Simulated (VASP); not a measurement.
# Cd3N2 (P6/mmm) in VASP: notebook, part 2 of 2

VASP 6.6.1. The steps go on from the part before.

## (3) Relaxation of cell and atoms, PBE

This run uses another cell than the first one, of 28.96 Å³/atom, 0.996 times its volume.

Input file INCAR:

```
SYSTEM = Cd3N2
ALGO     = Normal         ! electronic algorithm
EDIFF    = 1E-6           ! SCF threshold, eV
EDIFFG   = -0.001         ! ionic threshold
ENCUT    = 600            ! plane-wave cutoff, eV
GGA      = PE             ! functional
IBRION   = 2              ! ionic algorithm
ISIF     = 3              ! what is computed and relaxed
ISMEAR   = 0              ! smearing method
LASPH    = .TRUE.         ! aspherical terms in the spheres
LCHARG   = .FALSE.        ! write CHGCAR
LREAL    = .FALSE.        ! projectors in reciprocal space
LWAVE    = .FALSE.        ! write WAVECAR
NELM     = 80             ! most SCF steps
NSW      = 80             ! ionic steps
PREC     = Accurate       ! precision mode
SIGMA    = 0.1            ! smearing width, eV
```

Input file KPOINTS:

```
k-points
0
G
  6 6 8
  0 0 0
```

Input file POSCAR:

```
Cd3N2
1.0
    6.4586567697      0.0000000000      0.0000000000
   -3.2293283849      5.5933608369      0.0000000000
    0.0000000000      0.0000000000      4.0075473452
Cd N
3 2
Direct
    0.5000000000      0.0000000000      0.0000000000
    0.0000000000      0.5000000000      0.0000000000
    0.5000000000      0.5000000000      0.0000000000
    0.0000000000      0.0000000000      0.6384637091
    0.0000000000      0.0000000000      0.3615362909
```

Potentials or basis: VASP PAW PBE potentials, release 64 (Cd, N).

Started as:

```sh
$ cat potpaw_PBE.64/Cd/POTCAR potpaw_PBE.64/N/POTCAR > POTCAR
$ mpirun -np 1 vasp_std > vasp.out
```

OUTCAR:

```text
SYSTEM = Cd3N2
   EDIFF = 1E-6
   EDIFFG = -0.001
   ENCUT = 600
   GGA = PE
   IBRION = 2
   ISIF = 3
   ISMEAR = 0
   LASPH = .TRUE.
   LREAL = .FALSE.
   NELM = 80
   NSW = 80
   PREC = Accurate

 ion  position               nearest neighbor table
   1  0.500  0.000  0.000-   2 3.23   2 3.23   3 3.23   3 3.23
   2  0.000  0.500  0.000-   1 3.23   1 3.23   3 3.23   3 3.23
   3  0.500  0.500  0.000-   2 3.23   2 3.23   1 3.23   1 3.23
   4  0.000  0.000  0.638-   5 1.11
   5  0.000  0.000  0.362-   4 1.11

  LATTYP: Found a hexagonal cell.
 ALAT       =     6.4586567697
 C/A-ratio  =     0.6204923854

  Lattice vectors:

 A1 = (   6.4586567697,   0.0000000000,   0.0000000000)
 A2 = (  -3.2293283849,   5.5933608369,   0.0000000000)
 A3 = (   0.0000000000,   0.0000000000,   4.0075473452)

Analysis of symmetry for initial positions (statically):
=====================================================================
 Subroutine PRICEL returns:
 Original cell was already a primitive cell.

 Routine SETGRP: Setting up the symmetry group for a
 hexagonal supercell.

 Subroutine GETGRP returns: Found 24 space group operations
 (whereof 24 operations were pure point group operations)
 out of a pool of 24 trial point group operations.

The static configuration has the point symmetry D_6h.

Analysis of symmetry for dynamics (positions and initial velocities):
=====================================================================
 Subroutine PRICEL returns:
 Original cell was already a primitive cell.

 Routine SETGRP: Setting up the symmetry group for a
 hexagonal supercell.

 Subroutine GETGRP returns: Found 24 space group operations
 (whereof 24 operations were pure point group operations)
 out of a pool of 24 trial point group operations.

The dynamic configuration has the point symmetry D_6h.

 Subroutine INISYM returns: Found 24 space group operations
 (whereof 24 operations are pure point group operations),
 and found     1 'primitive' translations

----------------------------------------------------------------------------------------

                                     Primitive cell

  volume of cell :     144.7750

  direct lattice vectors                    reciprocal lattice vectors
     6.458656770  0.000000000  0.000000000     0.154830956  0.089391694  0.000000000
    -3.229328385  5.593360837  0.000000000     0.000000000  0.178783388  0.000000000
     0.000000000  0.000000000  4.007547345     0.000000000  0.000000000  0.249529179

  length of vectors
     6.458656770  6.458656770  4.007547345     0.178783388  0.178783388  0.249529179

  position of ions in fractional coordinates (direct lattice)
     0.500000000  0.000000000  0.000000000
     0.000000000  0.500000000  0.000000000
     0.500000000  0.500000000  0.000000000
     0.000000000  0.000000000  0.638463709
     0.000000000  0.000000000  0.361536291

  ion indices of the primitive-cell ions
   primitive index   ion index
                 1           1
                 2           2
                 3           3
                 4           4
                 5           5

----------------------------------------------------------------------------------------

 KPOINTS: k-points
[... 58 lines left out ...]
 SYSTEM =  Cd3N2
   PREC   = accura    normal or accurate (medium, high low for compatibility)
   ISTART =      0    job   : 0-new  1-cont  2-samecut
   ICHARG =      2    charge: 1-file 2-atom 10-const
   ISPIN  =      1    spin polarized calculation?
   LNONCOLLINEAR =      F non collinear calculations
   LSORBIT =      F    spin-orbit coupling
   LASPH  =      T    aspherical Exc in radial PAW
   ENCUT  =  600.0 eV  44.10 Ry    6.64 a.u.  12.90 12.90  8.00*2*pi/ulx,y,z
   NELM   =     80;   NELMIN=  2; NELMDL= -5     # of ELM steps
   EDIFF  = 0.1E-05   stopping-criterion for ELM
   LREAL  =      F    real-space projection
   EDIFFG = -.1E-02   stopping-criterion for IOM
   NSW    =     80    number of steps for IOM
   IBRION =      2    ionic relax: 0-MD 1-quasi-New 2-CG
   NFREE  =      1    steps in history (QN), initial steepest desc. (CG)
   ISIF   =      3    stress and relaxation
   ISYM   =      2    0-nonsym 1-usesym 2-fastsym
   POTIM  = 0.5000    time-step for ionic-motion
   TEBEG  =    0.0;   TEEND  =   0.0 temperature during run
   PSTRESS=    0.0 pullay stress
   NELECT =      46.0000    total number of electrons
   NUPDOWN=      -1.0000    fix difference up-down
   EMIN   =  10.00;   EMAX   =-10.00  energy-range for DOS
   EFERMI =   0.00;   METHOD = LEGACY
   ISMEAR =     0;   SIGMA  =   0.10  broadening in eV -4-tet -1-fermi 0-gaus
   EFERMI_NEDOS =   21; number of points for ismear=-14 and -15
   IALGO  =     38    algorithm
   IMIX   =      4    mixing-type and parameters
     AMIX     =   0.40;   BMIX     =  1.00
     AMIX_MAG =   1.60;   BMIX_MAG =  1.00
  volume/ion in A,a.u.               =      28.96       195.40
  Fermi-wavevector in a.u.,A,eV,Ry     =   1.117111  2.111033 16.979204  1.247936
  Thomas-Fermi vector in A             =   2.253731
   LORBIT       =      0    0 simple, 1 ext, 2 COOP (PROOUT), +10 PAW based schemes
   GGA     = PE    functional components
   LHFCALC =     F    Hartree Fock is set to
   AEXX    =    0.0000 exact exchange contribution
   IVDW    =     0    specifies the selected vdW correction
   LEPSILON=     F    determine dielectric tensor
   LRPA    =     F    only Hartree local field effects (RPA)
 conjugate gradient relaxation of ions
 non-spin polarized calculation
 Gauss-broadening in eV      SIGMA  =   0.10
  energy-cutoff  :      600.00
  volume of cell :      144.78
 maximum number of plane-waves:      4864
 NGX is ok and might be reduce to    54
   NGX = 25   NGY = 25   NGZ = 17

--------------------------------------- Ionic step        1  -------------------------------------------

 number of electron      45.9999990 magnetization

 Free energy of the ion-electron system (eV)
  ---------------------------------------------------
  ext. energy  EPLUGINS =         0.00000000
  ---------------------------------------------------
  free energy    TOTEN  =       -17.36363881 eV

  energy without entropy =      -17.35803526  energy(sigma->0) =      -17.36083704

------------------------ aborting loop because EDIFF is reached ----------------------------------------

  FORCE on cell =-STRESS in cart. coord.  units (eV):
  Direction    XX          YY          ZZ          XY          YZ          ZX
  --------------------------------------------------------------------------------------
  -------------------------------------------------------------------------------------
  Total       -0.0392177     -0.0392177      1.5729612      0.0000000      0.0000000     -0.0000000
  in kB       -0.4340092     -0.4340092     17.4074388      0.0000000      0.0000000     -0.0000000
  external PRESSURE =       5.5131401 kB  Pullay stress =       0.0000000 kB
[... 26 lines left out ...]
--------------------------------------- Ionic step        2  -------------------------------------------

 number of electron      45.9999978 magnetization

 E-fermi :  -0.0954     XC(G=0):  -8.0767

 val. band max:       -0.1822697029   @ k =   0.3333   0.3333   0.5000
 cond. band min:      -0.0448219327   @ k =   0.0000   0.0000   0.2500
 fundamental gap:      0.1374477702
 Fermi energy:        -0.0953558507

 k-point     1 :       0.0000    0.0000    0.0000
  band No.  band energies     occupation
      1     -20.8107      2.00000
      2      -9.2487      2.00000
      3      -8.7326      2.00000
      4      -8.5622      2.00000
      5      -8.5622      2.00000
      6      -8.4118      2.00000
[... 782 lines left out ...]
  FREE ENERGIE OF THE ION-ELECTRON SYSTEM (eV)
  ---------------------------------------------------
  free  energy   TOTEN  =       -17.3709901202 eV

  energy  without entropy=      -17.3652932489  energy(sigma->0) =      -17.36814168

[... ionic steps 4 to 21 ...]

--------------------------------------- Ionic step       22  -------------------------------------------

 number of electron      45.9999997 magnetization

------------------------ aborting loop because EDIFF is reached ----------------------------------------
[... 73 lines left out ...]
--------------------------------------- Ionic step       24  -------------------------------------------

 number of electron      45.9999997 magnetization

 Free energy of the ion-electron system (eV)
  ---------------------------------------------------
  ext. energy  EPLUGINS =         0.00000000
  ---------------------------------------------------
  free energy    TOTEN  =       -17.37222837 eV

  energy without entropy =      -17.36606126  energy(sigma->0) =      -17.36914481

 E-fermi :   0.2166     XC(G=0):  -8.2039

 val. band max:        0.2090039939   @ k =   0.1667  -0.0000   0.3750
 cond. band min:       0.2570348996   @ k =   0.3333  -0.0000   0.5000
 fundamental gap:      0.0480309057
 Fermi energy:         0.2166444809

 k-point     1 :       0.0000    0.0000    0.0000
  band No.  band energies     occupation
      1     -23.4649      2.00000
      2      -8.6046      2.00000
      3      -8.5245      2.00000
      4      -8.3583      2.00000
      5      -8.3583      2.00000
      6      -8.2048      2.00000
[... 743 lines left out ...]
  FREE ENERGIE OF THE ION-ELECTRON SYSTEM (eV)
  ---------------------------------------------------
  free  energy   TOTEN  =       -17.3722283654 eV

  energy  without entropy=      -17.3660612560  energy(sigma->0) =      -17.36914481

 reached required accuracy - stopping structural energy minimisation
```

Run time: 29 min. Hardware: 1 thread of Oxide Virtual Turin-like, shared host; peak memory 0.37 GiB.

What came out:

* Free energy: -17.3722 eV
* Relaxed volume: 28.43 Å³/atom
* Relaxed cell: a = 6.426 Å, b = 6.426 Å, c = 3.975 Å, α = 90.00°, β = 90.00°, γ = 120.00°
* Space group after relaxing (to 0.05 Å): P6/mmm (No. 191)
* Energy gained by relaxing: 1.7 meV/atom
* Ionic steps: 24
* Pressure after relaxing: 0.0 GPa
* Band gap on the k mesh: zero (band 23 reaches 0.71 eV, above the bottom of band 24 at -0.28 eV)

Step by step:
```
step  energy change (eV)  largest force (eV/Å)  pressure (GPa)  volume (Å³)
   1              0.0000                1.4981            0.55       144.78
   2              1.0403               11.0585           -5.86       146.86
   3             -0.0074                0.3412           -0.25       144.92
   4             -0.0078                0.0576           -0.11       144.89
   5             -0.0078                0.0026           -0.08       144.89
   6             -0.0078                0.0262           -0.08       144.88
   7             -0.0079                0.0258           -0.07       144.62
   8             -0.0083                0.0214           -0.04       143.84
   9             -0.0085                0.0152            0.01       142.28
  10             -0.0080                0.3854           -0.17       142.30
  11             -0.0085                0.0080            0.00       142.28
  12             -0.0085                0.0111           -0.01       142.29
  13             -0.0086                0.0196           -0.02       142.34
  14             -0.0084                0.2311            0.10       142.29
  15             -0.0086                0.0049           -0.01       142.34
  16             -0.0086                0.0067            0.00       142.34
  17             -0.0086                0.0058            0.00       142.34
  18             -0.0086                0.0375           -0.02       142.33
  19             -0.0086                0.0027           -0.01       142.34
  20             -0.0086                0.0000           -0.01       142.34
  21             -0.0086                0.0008           -0.01       142.34
  22             -0.0086                0.0002           -0.01       142.32
  23             -0.0086                0.0007           -0.02       142.26
  24             -0.0086                0.0007            0.00       142.16
```

Final structure:
```cif
data_structure
_symmetry_space_group_name_H-M 'P 1'
_symmetry_Int_Tables_number 1
_cell_length_a 6.4260
_cell_length_b 6.4260
_cell_length_c 3.9752
_cell_angle_alpha 90.000
_cell_angle_beta 90.000
_cell_angle_gamma 120.000
_cell_volume 142.16
loop_
_atom_site_label
_atom_site_type_symbol
_atom_site_fract_x
_atom_site_fract_y
_atom_site_fract_z
_atom_site_occupancy
Cd1 Cd 0.50000 0.00000 0.00000 1
Cd2 Cd 0.00000 0.50000 0.00000 1
Cd3 Cd 0.50000 0.50000 0.00000 1
N1 N 0.00000 0.00000 0.64096 1
N2 N 0.00000 0.00000 0.35904 1
```

Levels at points of the mesh, in eV from the Fermi level:
| k point | band 19 | band 20 | band 21 | band 22 | band 23 | band 24 | band 25 | band 26 | band 27 |
| --- | --- | --- | --- | --- | --- | --- | --- | --- | --- |
| (0.00, 0.00, 0.00) | -7.31 | -6.86 | -4.53 | -0.58 | -0.58 | -0.50 | 1.69 | 1.69 | 2.40 |
| (0.50, 0.00, 0.00) | -7.26 | -6.71 | -4.03 | -3.32 | -0.98 | 1.07 | 2.24 | 2.36 | 4.17 |
| (0.00, 0.00, 0.50) | -7.06 | -5.21 | -3.48 | -0.49 | 0.50 | 0.50 | 0.57 | 0.96 | 0.96 |
| (0.50, 0.00, 0.50) | -7.09 | -5.16 | -3.12 | -2.09 | -0.40 | 0.41 | 1.16 | 2.04 | 2.08 |

Caveat: the standard files for N, O and F lose accuracy on very short bonds.
